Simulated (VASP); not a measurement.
Input of a VASP 6.6.1 run:

File INCAR:

```
SYSTEM = SnO
  ALGO = Normal
  EDIFF = 1E-6
  ENCUT = 600
  GGA = PS
  GGA_COMPAT = .FALSE.
  ISIF = 2
  ISMEAR = 0
  IVDW = 12
  LASPH = .TRUE.
  LCHARG = .FALSE.
  LREAL = .FALSE.
  LWAVE = .FALSE.
  NBANDS = 28
  NELM = 120
  PREC = Accurate
  SIGMA = 0.15
```

Contents of KPOINTS:

```
k-points
0
G
  12 12 10
  0 0 0
```

File POSCAR:

```
SnO
1.0
    3.7703910616      0.0000000000      0.0000000000
    0.0000000000      3.7703910616      0.0000000000
    0.0000000000      0.0000000000      4.5633702865
Sn O
2 2
Direct
    0.0114845568      0.5114845568      0.2627474688
    0.5114845568      0.0114845568      0.7562302900
    0.0000000000      0.0000000000      0.0000000000
    0.5000000000      0.5000000000      0.0000000000
```

Potentials or basis: VASP PAW PBE potentials, release 64 (Sn_d, O).

Run with:

```sh
$ cat potpaw_PBE.64/Sn_d/POTCAR potpaw_PBE.64/O/POTCAR > POTCAR
$ mpirun -np 1 vasp_std > vasp.out
```

Question: Estimate the pressure.

Answer: 0.4 GPa.

Question: Estimate the dispersion energy per atom.

Answer: -0.233 eV.

Question: Estimate the largest force.

Answer: 0.535 eV/Å.

Question: What does it give for the band gap on the k mesh?

Answer: Zero (bands 20 and 21 overlap by 0.47 eV).

Forces in eV/Å, atoms in the order of the input:
```
Sn  -0.148 -0.148 -0.163
Sn  -0.219 -0.219 -0.436
O    0.224  0.143  0.300
O    0.143  0.224  0.300
```

Caveat: the cell differs from its parent crystal (all Sn atoms moved +0.075 Å, as atom 1 along Cartesian [1 1 1]); semilocal functionals underestimate gaps, so a narrow gap can read as zero; the PAW data sets were made with another functional, which shifts forces and pressure a little; spin-orbit coupling is left out, which moves the levels of the heavy elements.
